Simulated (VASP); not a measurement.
Write the native input for VASP 6.6.1 that does the following.

```yaml
Task: single point
Functional: PBEsol
Potentials_or_basis: VASP PAW PBE potentials, release 64 (Ta_sv_GW, N)
Cutoff: 600 eV
k_mesh: 10 × 10 × 10
Occupations: fermi-dirac, width 0.05 eV
Spin: no spin polarisation
Dipole_correction: no
Second_run: valence_matched
Further_INCAR_settings: ALGO = Normal; EDIFF = 1e-06; NBANDS = 16
```

The structure of TaN lies in POSCAR:

```
TaN
1.0
    2.7202861566      0.0000000000      0.0000000000
    0.0000000000      2.7202861566      0.0000000000
    0.0000000000      0.0000000000      2.7202861566
Ta N
1 1
Direct
    0.0000000000      0.0000000000      0.0000000000
    0.5000000000      0.5000000000      0.5000000000
```

The input as run:

INCAR

```
PREC = Accurate
ENCUT = 600
EDIFF = 1E-6
ISMEAR = -1
SIGMA = 0.05
LREAL = F
LASPH = T
NELM = 120
ALGO = Normal
ISIF = 2
LWAVE = F
LCHARG = F
GGA = PS
NBANDS = 16
GGA_COMPAT = F
```

KPOINTS

```
regular mesh
0
Gamma
  10 10 10
```

Potentials or basis: VASP PAW PBE potentials, release 64 (Ta_sv_GW, N).

The run is started by

```bash
$ cat potpaw_PBE.64/Ta_sv_GW/POTCAR potpaw_PBE.64/N/POTCAR > POTCAR
$ mpirun -np 1 vasp_std > vasp.out
```

Results of the run:

```json
{
  "Pressure": "-0.1 GPa",
  "Band gap on the k mesh": "zero (band 9 reaches 20.35 eV, above the bottom of band 10 at 11.26 eV)"
}
```

Caveat: the PAW data sets were made with another functional, which shifts forces and pressure a little; spin-orbit coupling is left out, which moves the levels of the heavy elements.

Wall time 18 s on 1 thread of Intel(R) Xeon(R) Platinum 8488C (Sapphire Rapids), with other jobs on the host, peak memory 0.15 GiB.
